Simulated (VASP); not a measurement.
# InP (Fm-3m) in VASP: a series of runs, part 3 of 3

VASP 6.6.1.

### 4 Electric field gradients, PBE (volume scaled by 0.97)

INCAR reads:

```
SYSTEM = InP
  PREC = Accurate
  ENCUT = 520
  EDIFF = 1E-8
  ISMEAR = -1
  SIGMA = 0.03
  LREAL = .FALSE.
  LASPH = .TRUE.
  NELM = 100
  ALGO = Normal
  ISIF = 2
  LWAVE = .FALSE.
  LCHARG = .FALSE.
  GGA = PE
  LEFG = .TRUE.
  NBANDS = 16
```

KPOINTS reads:

```
Automatic mesh
0
G
  11 11 11
  0 0 0
```

POSCAR reads:

```
InP
1.0
    0.0000000000      2.8261596444      2.8261596444
    2.8261596444      0.0000000000      2.8261596444
    2.8261596444      2.8261596444      0.0000000000
In P
1 1
Direct
    0.0000000000      0.0000000000      0.0000000000
    0.5000000000      0.5000000000      0.5000000000
```

Potentials or basis: VASP PAW PBE potentials, release 64 (In_d, P).

Command:

```console
cat potpaw_PBE.64/In_d/POTCAR potpaw_PBE.64/P/POTCAR > POTCAR
mpirun -np 1 vasp_std > vasp.out
```

OUTCAR:

```text
SYSTEM = InP
   PREC = Accurate
   ENCUT = 520
   EDIFF = 1E-8
   ISMEAR = -1
   LREAL = .FALSE.
   LASPH = .TRUE.
   NELM = 100
   ISIF = 2
   GGA = PE

 ion  position               nearest neighbor table
   1  0.000  0.000  0.000-   2 2.83   2 2.83   2 2.83   2 2.83   2 2.83   2 2.83
   2  0.500  0.500  0.500-   1 2.83   1 2.83   1 2.83   1 2.83   1 2.83   1 2.83

  LATTYP: Found a face centered cubic cell.
 ALAT       =     5.6523192888

  Lattice vectors:

 A1 = (   0.0000000000,   2.8261596444,   2.8261596444)
 A2 = (   2.8261596444,   0.0000000000,   2.8261596444)
 A3 = (   2.8261596444,   2.8261596444,   0.0000000000)

Analysis of symmetry for initial positions (statically):
=====================================================================
 Subroutine PRICEL returns:
 Original cell was already a primitive cell.

 Routine SETGRP: Setting up the symmetry group for a
 face centered cubic supercell.

 Subroutine GETGRP returns: Found 48 space group operations
 (whereof 48 operations were pure point group operations)
 out of a pool of 48 trial point group operations.

The static configuration has the point symmetry O_h .

Analysis of symmetry for dynamics (positions and initial velocities):
=====================================================================
 Subroutine PRICEL returns:
 Original cell was already a primitive cell.

 Routine SETGRP: Setting up the symmetry group for a
 face centered cubic supercell.

 Subroutine GETGRP returns: Found 48 space group operations
 (whereof 48 operations were pure point group operations)
 out of a pool of 48 trial point group operations.

The dynamic configuration has the point symmetry O_h .

 Subroutine INISYM returns: Found 48 space group operations
 (whereof 48 operations are pure point group operations),
 and found     1 'primitive' translations

----------------------------------------------------------------------------------------

                                     Primitive cell

  volume of cell :      45.1461

  direct lattice vectors                    reciprocal lattice vectors
     0.000000000  2.826159644  2.826159644    -0.176918527  0.176918527  0.176918527
     2.826159644  0.000000000  2.826159644     0.176918527 -0.176918527  0.176918527
     2.826159644  2.826159644  0.000000000     0.176918527  0.176918527 -0.176918527

  length of vectors
     3.996793299  3.996793299  3.996793299     0.306431877  0.306431877  0.306431877

  position of ions in fractional coordinates (direct lattice)
     0.000000000  0.000000000  0.000000000
     0.500000000  0.500000000  0.500000000

  ion indices of the primitive-cell ions
   primitive index   ion index
                 1           1
                 2           2

----------------------------------------------------------------------------------------

 KPOINTS: Automatic mesh

Automatic generation of k-mesh.
 Grid dimensions read from file:
 generate k-points for:   11   11   11

 Generating k-lattice:

[... 63 lines left out ...]
   EDIFFG = 0.1E-06   stopping-criterion for IOM
   NSW    =      0    number of steps for IOM
   IBRION =     -1    ionic relax: 0-MD 1-quasi-New 2-CG
   NFREE  =      0    steps in history (QN), initial steepest desc. (CG)
   ISIF   =      2    stress and relaxation
   ISYM   =      2    0-nonsym 1-usesym 2-fastsym
   POTIM  = 0.5000    time-step for ionic-motion
   TEBEG  =    0.0;   TEEND  =   0.0 temperature during run
   PSTRESS=    0.0 pullay stress
   NELECT =      18.0000    total number of electrons
   NUPDOWN=      -1.0000    fix difference up-down
   EMIN   =  10.00;   EMAX   =-10.00  energy-range for DOS
   EFERMI =   0.00;   METHOD = LEGACY
   ISMEAR =    -1;   SIGMA  =   0.03  broadening in eV -4-tet -1-fermi 0-gaus
   EFERMI_NEDOS =   21; number of points for ismear=-14 and -15
   IALGO  =     38    algorithm
   IMIX   =      4    mixing-type and parameters
     AMIX     =   0.40;   BMIX     =  1.00
     AMIX_MAG =   1.60;   BMIX_MAG =  1.00
  volume/ion in A,a.u.               =      22.57       152.33
  Fermi-wavevector in a.u.,A,eV,Ry     =   1.204922  2.276973 19.753446  1.451837
  Thomas-Fermi vector in A             =   2.340633
   LORBIT       =      0    0 simple, 1 ext, 2 COOP (PROOUT), +10 PAW based schemes
   GGA     = PE    functional components
   LHFCALC =     F    Hartree Fock is set to
   AEXX    =    0.0000 exact exchange contribution
   IVDW    =     0    specifies the selected vdW correction
   LEPSILON=     F    determine dielectric tensor
   LRPA    =     F    only Hartree local field effects (RPA)
 non-spin polarized calculation
  energy-cutoff  :      520.00
  volume of cell :       45.15
 maximum number of plane-waves:      1243
 NGX is ok and might be reduce to    30
   NGX = 15   NGY = 15   NGZ = 15

 number of electron      17.9999992 magnetization

 Free energy of the ion-electron system (eV)
  ---------------------------------------------------
  ext. energy  EPLUGINS =         0.00000000
  ---------------------------------------------------
  free energy    TOTEN  =        -7.88772757 eV

  energy without entropy =       -7.88543399  energy(sigma->0) =       -7.88658078

 E-fermi :   6.2884     XC(G=0): -10.1150

 val. band max:        6.2387740659   @ k =  -0.4545   0.0909   0.0000
 cond. band min:       6.2927930324   @ k =  -0.0909   0.0909   0.0000
 fundamental gap:      0.0540189665
 Fermi energy:         6.2883521045

 k-point     1 :       0.0000    0.0000    0.0000
  band No.  band energies     occupation
      1      -7.8406      2.00000
      2      -7.8406      2.00000
      3      -7.8246      2.00000
      4      -7.8246      2.00000
      5      -7.8246      2.00000
      6      -5.2671      2.00000
[... 433 lines left out ...]
      3      -7.8216      2.00000
      4      -7.7955      2.00000
      5      -7.7839      2.00000
      6      -4.2790      2.00000
[... 8 lines left out ...]
     15      16.1710      0.00000
     16      17.1641      0.00000

 [... further k-points ...]
[... 5 lines left out ...]
  --------------------------------------------------------------------------------------
  -------------------------------------------------------------------------------------
  Total       -1.1033420     -1.1033420     -1.1033420      0.0000000      0.0000000     -0.0000000
  in kB      -39.1562131    -39.1562131    -39.1562131      0.0000000      0.0000000     -0.0000000
  external PRESSURE =     -39.1562131 kB  Pullay stress =       0.0000000 kB

 VOLUME and BASIS-vectors are now :
 -----------------------------------------------------------------------------
  energy-cutoff  :      520.00
  volume of cell :       45.15
      direct lattice vectors                 reciprocal lattice vectors
     0.000000000  2.826159644  2.826159644    -0.176918527  0.176918527  0.176918527
     2.826159644  0.000000000  2.826159644     0.176918527 -0.176918527  0.176918527
     2.826159644  2.826159644  0.000000000     0.176918527  0.176918527 -0.176918527

 POSITION                                       TOTAL-FORCE (eV/Angst)
 -----------------------------------------------------------------------------------
      0.00000      0.00000      0.00000         0.000000      0.000000      0.000000
      2.82616      2.82616      2.82616        -0.000000     -0.000000     -0.000000
 -----------------------------------------------------------------------------------
    total drift:                               -0.000000      0.000000      0.000000

  FREE ENERGIE OF THE ION-ELECTRON SYSTEM (eV)
  ---------------------------------------------------
  free  energy   TOTEN  =        -7.8877275732 eV

  energy  without entropy=       -7.8854339934  energy(sigma->0) =       -7.88658078

 Electric field gradients (V/A^2)
---------------------------------------------------------------------
 ion       V_xx      V_yy      V_zz      V_xy      V_xz      V_yz
---------------------------------------------------------------------
   1      -0.000    -0.000     0.000     0.000     0.000     0.000
   2      -0.000     0.000    -0.000    -0.000    -0.000    -0.000
---------------------------------------------------------------------

 Electric field gradients after diagonalization (V/A^2)
 (convention: |V_zz| > |V_xx| > |V_yy|)
----------------------------------------------------------------------
 ion       V_xx      V_yy      V_zz     asymmetry (V_yy - V_xx)/ V_zz
----------------------------------------------------------------------
   1      -0.000    -0.000     0.000       0.000
   2       0.000     0.000    -0.000       0.000
----------------------------------------------------------------------

           NMR quadrupolar parameters

 Cq : quadrupolar parameter    Cq=e*Q*V_zz/h
 eta: asymmetry parameters     (V_yy - V_xx)/ V_zz
 Q  : nuclear electric quadrupole moment in mb (millibarn)
----------------------------------------------------------------------
 ion       Cq(MHz)       eta       Q (mb)
----------------------------------------------------------------------
   1       0.000       0.000       1.000
   2      -0.000       0.000       1.000
----------------------------------------------------------------------
```

OSZICAR:

```text
N       E                     dE             d eps       ncg     rms          rms(c)
DAV:   1     0.107235013552E+03    0.10724E+03   -0.83933E+03  1792   0.130E+03
DAV:   2    -0.159170422381E+01   -0.10883E+03   -0.10462E+03  1992   0.302E+02
DAV:   3    -0.801527761788E+01   -0.64236E+01   -0.63558E+01  2304   0.697E+01
DAV:   4    -0.817317177537E+01   -0.15789E+00   -0.15783E+00  2216   0.115E+01
DAV:   5    -0.817996549665E+01   -0.67937E-02   -0.67936E-02  2640   0.209E+00    0.427E+00
DAV:   6    -0.789334034927E+01    0.28663E+00   -0.53358E-01  2720   0.111E+01    0.243E+00
DAV:   7    -0.788756476611E+01    0.57756E-02   -0.65446E-02  2416   0.192E+00    0.109E+00
DAV:   8    -0.788757653572E+01   -0.11770E-04   -0.51329E-03  2224   0.812E-01    0.985E-02
DAV:   9    -0.788768807704E+01   -0.11154E-03   -0.28494E-04  2616   0.229E-01    0.688E-02
DAV:  10    -0.788771651342E+01   -0.28436E-04   -0.33726E-05  2344   0.523E-02    0.249E-02
DAV:  11    -0.788772724685E+01   -0.10733E-04   -0.96552E-06  2288   0.254E-02    0.669E-03
DAV:  12    -0.788772768629E+01   -0.43945E-06   -0.88303E-07  2232   0.114E-02    0.351E-03
DAV:  13    -0.788772760825E+01    0.78048E-07   -0.59024E-08  2400   0.274E-03    0.116E-03
DAV:  14    -0.788772757203E+01    0.36221E-07   -0.22771E-08  2072   0.885E-04    0.521E-04
DAV:  15    -0.788772757323E+01   -0.12021E-08   -0.33510E-10  1352   0.169E-04
   1 F= -.78877276E+01 E0= -.78865808E+01  d E =-.229358E-02
```

stdout:

```text
POSCAR found type information on POSCAR InP
 POSCAR found :  2 types and       2 ions
 scaLAPACK will be used
 LDA part: xc-table for (Slater+PW92), standard interpolation
 POSCAR, INCAR and KPOINTS ok, starting setup
 FFT: planning ... GRIDC
 FFT: planning ... GRID_SOFT
 FFT: planning ... GRID
 WAVECAR not read
 entering main loop
ion   1

ion   2
```

Run time: 28 s. Hardware: 1 thread of Intel Xeon Platinum 8488C (Sapphire Rapids), shared host; peak memory 0.18 GiB.

What came out:

```
Free energy            : -7.8877 eV
Pressure               : -3.9 GPa
Band gap on the k mesh : zero (band 9 reaches 6.60 eV, above the bottom of band 10 at 4.20 eV)
```

Caveat: the cell differs from its parent crystal (volume scaled by 0.97); without QUAD_EFG the Cq values of the log hold for a quadrupole moment of 1 mb, not for the nuclei; spin-orbit coupling is left out, which moves the levels of the heavy elements.

### 5 Electric field gradients, PBE

This run uses another cell than the first one, of 23.27 Å³/atom, 1.063 times its volume.

INCAR reads:

```
SYSTEM = InP
ALGO = Normal
EDIFF = 1E-8
ENCUT = 520
GGA = PE
ISIF = 2
ISMEAR = -1
LASPH = .TRUE.
LCHARG = .FALSE.
LEFG = .TRUE.
LREAL = .FALSE.
LWAVE = .FALSE.
NBANDS = 16
NELM = 60
PREC = Accurate
SIGMA = 0.03
```

KPOINTS reads:

```
k-points
0
G
  11 11 11
  0 0 0
```

POSCAR reads:

```
InP
1.0
    0.0000000000      2.8550000000      2.8550000000
    2.8550000000      0.0000000000      2.8550000000
    2.8550000000      2.8550000000      0.0000000000
In P
1 1
Direct
    0.0000000000      0.0000000000      0.0000000000
    0.5000000000      0.5000000000      0.5000000000
```

Potentials or basis: VASP PAW PBE potentials, release 64 (In_d, P).

Command:

```console
cat potpaw_PBE.64/In_d/POTCAR potpaw_PBE.64/P/POTCAR > POTCAR
mpirun -np 1 vasp_std > vasp.out
```

OUTCAR:

```text
SYSTEM = InP
   EDIFF = 1E-8
   ENCUT = 520
   GGA = PE
   ISIF = 2
   ISMEAR = -1
   LASPH = .TRUE.
   LREAL = .FALSE.
   NELM = 60
   PREC = Accurate

 ion  position               nearest neighbor table
   1  0.000  0.000  0.000-   2 2.85   2 2.85   2 2.85   2 2.85   2 2.85   2 2.85
   2  0.500  0.500  0.500-   1 2.85   1 2.85   1 2.85   1 2.85   1 2.85   1 2.85

  LATTYP: Found a face centered cubic cell.
 ALAT       =     5.7100000000

  Lattice vectors:

 A1 = (   0.0000000000,   2.8550000000,   2.8550000000)
[... 669 lines left out ...]
  ---------------------------------------------------
  free  energy   TOTEN  =        -7.8474238165 eV

  energy  without entropy=       -7.8448612294  energy(sigma->0) =       -7.84614252

 Electric field gradients (V/A^2)
---------------------------------------------------------------------
 ion       V_xx      V_yy      V_zz      V_xy      V_xz      V_yz
---------------------------------------------------------------------
   1      -0.000    -0.000     0.000    -0.001    -0.001    -0.001
   2      -0.000    -0.000    -0.000    -0.000    -0.000    -0.000
---------------------------------------------------------------------

 Electric field gradients after diagonalization (V/A^2)
 (convention: |V_zz| > |V_xx| > |V_yy|)
----------------------------------------------------------------------
 ion       V_xx      V_yy      V_zz     asymmetry (V_yy - V_xx)/ V_zz
----------------------------------------------------------------------
   1       0.001     0.001    -0.002       0.000
   2       0.000     0.000    -0.000       0.000
----------------------------------------------------------------------

           NMR quadrupolar parameters

 Cq : quadrupolar parameter    Cq=e*Q*V_zz/h
 eta: asymmetry parameters     (V_yy - V_xx)/ V_zz
 Q  : nuclear electric quadrupole moment in mb (millibarn)
----------------------------------------------------------------------
 ion       Cq(MHz)       eta       Q (mb)
----------------------------------------------------------------------
   1      -0.000       0.000       1.000
   2      -0.000       0.000       1.000
----------------------------------------------------------------------
```

OSZICAR:

```text
N       E                     dE             d eps       ncg     rms          rms(c)
DAV:   1     0.108112025185E+03    0.10811E+03   -0.82929E+03  1792   0.128E+03
DAV:   2    -0.124390841937E+01   -0.10936E+03   -0.10455E+03  2024   0.299E+02
DAV:   3    -0.796003214411E+01   -0.67161E+01   -0.66462E+01  2384   0.713E+01
DAV:   4    -0.812436959981E+01   -0.16434E+00   -0.16406E+00  2136   0.117E+01
DAV:   5    -0.813286041144E+01   -0.84908E-02   -0.84906E-02  2744   0.242E+00    0.407E+00
DAV:   6    -0.785167473749E+01    0.28119E+00   -0.53480E-01  2672   0.107E+01    0.230E+00
DAV:   7    -0.784717791434E+01    0.44968E-02   -0.62024E-02  2384   0.180E+00    0.105E+00
DAV:   8    -0.784726770824E+01   -0.89794E-04   -0.50620E-03  2208   0.791E-01    0.930E-02
DAV:   9    -0.784737959732E+01   -0.11189E-03   -0.31096E-04  2656   0.234E-01    0.677E-02
DAV:  10    -0.784741293830E+01   -0.33341E-04   -0.38955E-05  2184   0.514E-02    0.226E-02
DAV:  11    -0.784742350140E+01   -0.10563E-04   -0.98032E-06  2304   0.238E-02    0.557E-03
DAV:  12    -0.784742393682E+01   -0.43542E-06   -0.92414E-07  2288   0.121E-02    0.305E-03
DAV:  13    -0.784742384582E+01    0.90999E-07   -0.61680E-08  2376   0.318E-03    0.111E-03
DAV:  14    -0.784742381367E+01    0.32149E-07   -0.30442E-08  2088   0.114E-03    0.391E-04
DAV:  15    -0.784742381648E+01   -0.28028E-08   -0.56343E-10  1336   0.188E-04
   1 F= -.78474238E+01 E0= -.78461425E+01  d E =-.256259E-02
```

Run time: 31 s. Hardware: 1 thread of Intel Xeon Platinum 8488C (Sapphire Rapids), shared host; peak memory 0.18 GiB.

What came out:

```
Free energy            : -7.8474 eV
Pressure               : -5.4 GPa
Band gap on the k mesh : zero (band 9 reaches 6.24 eV, above the bottom of band 10 at 3.95 eV)
```

Caveat: without QUAD_EFG the Cq values of the log hold for a quadrupole moment of 1 mb, not for the nuclei; spin-orbit coupling is left out, which moves the levels of the heavy elements.

### 6 Summary

```csv
cell,gap on the mesh (eV),pressure (GPa)
"a = 3.956 Å, angles 60.0°, 2 atoms",none,-2.1
"a = 3.997 Å, angles 60.0°, 2 atoms",none,-3.9
"a = 4.038 Å, angles 60.0°, 2 atoms",none,-5.4
```

Alike in all rows: task electric field gradients; level PBE; potentials or basis VASP PAW PBE potentials, release 64 (In_d, P); no spin polarisation; k mesh 11 × 11 × 11; cutoff (eV) 520; smearing fermi-dirac 0.03 eV.

Caveats: spin-orbit coupling is left out, which moves the levels of the heavy elements.

Absolute energies hang on the potentials; compare differences alone.
